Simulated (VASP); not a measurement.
The system is Na5ZrO2.

```
Na Zr O
1.0
     3.95000    0.00000    0.00000
     0.00000    3.95000    0.00000
     0.00000    0.00000    8.40000
Na Zr O
5 1 2
Direct
  0.50000 0.50000 0.00000
  0.00000 0.00000 0.66000
  0.00000 0.00000 0.34000
  0.50000 0.50000 0.66000
  0.50000 0.50000 0.34000
  0.00000 0.00000 0.00000
  0.00000 0.50000 0.15000
  0.50000 0.00000 0.85000
```

```yaml
Program: VASP 6.6.1
Task: relaxation of cell and atoms
Functional: PBE
Potentials_or_basis: VASP PAW PBE potentials, release 64 (Na_pv, Zr_sv, O)
Cutoff: 600 eV
k_mesh: 4 × 4 × 2
Occupations: gaussian, width 0.2 eV
Spin: no spin polarisation
```

At the start: pressure 5.6 GPa; volume 16.38 Å³/atom.

**Question.** How do energy, volume and symmetry change on relaxing?

**Answer.** Over 14 steps the energy falls by 458.7 meV/atom and the volume is 24.22 Å³/atom (+47.8 %); space group P-4m2 (No. 115, to 0.05 Å).

The path:
```
step  energy change (eV)  largest force (eV/Å)  pressure (GPa)  volume (Å³)
   1              0.0000                1.6186            5.59       131.06
   2             -0.5826                1.8875            1.90       142.21
   3             -1.2412                2.1503           -3.93       173.90
   4             -1.6924                1.9664           -3.77       176.24
   5             -2.7590                1.2719           -2.87       183.34
   6             -3.3875                0.3496           -2.00       197.89
   7             -3.4886                0.3907            2.88       184.17
   8             -3.5533                0.3705            0.78       189.24
   9             -3.5979                0.2979            0.30       192.59
  10             -3.6247                0.2125           -0.34       197.56
  11             -3.6251                0.2055           -0.41       198.07
  12             -3.6448                0.1536           -0.06       196.11
  13             -3.6597                0.0733            0.51       193.00
  14             -3.6697                0.0757            0.06       193.76
```

Final structure:
```cif
data_structure
_symmetry_space_group_name_H-M 'P 1'
_symmetry_Int_Tables_number 1
_cell_length_a 4.3119
_cell_length_b 4.3119
_cell_length_c 10.4213
_cell_angle_alpha 90.000
_cell_angle_beta 90.000
_cell_angle_gamma 90.000
_cell_volume 193.76
loop_
_atom_site_label
_atom_site_type_symbol
_atom_site_fract_x
_atom_site_fract_y
_atom_site_fract_z
_atom_site_occupancy
Na1 Na 0.50000 0.50000 0.00000 1
Na2 Na 0.00000 0.00000 0.64198 1
Na3 Na 0.00000 0.00000 0.35802 1
Na4 Na 0.50000 0.50000 0.69755 1
Na5 Na 0.50000 0.50000 0.30245 1
Zr1 Zr 0.00000 0.00000 0.00000 1
O1 O 0.00000 0.50000 0.99337 1
O2 O 0.50000 0.00000 0.00663 1
```

Caveat: the k points lie up to 0.36 Å⁻¹ apart in the final cell; the volume moved by over 15 % at a fixed basis, so the end points are rough; an odd number of electrons without spin polarisation forces a metal; a magnetic or distorted state may lie lower; the relaxation stopped at a loose force limit of 0.08 eV/Å, so its end isn't a converged minimum.
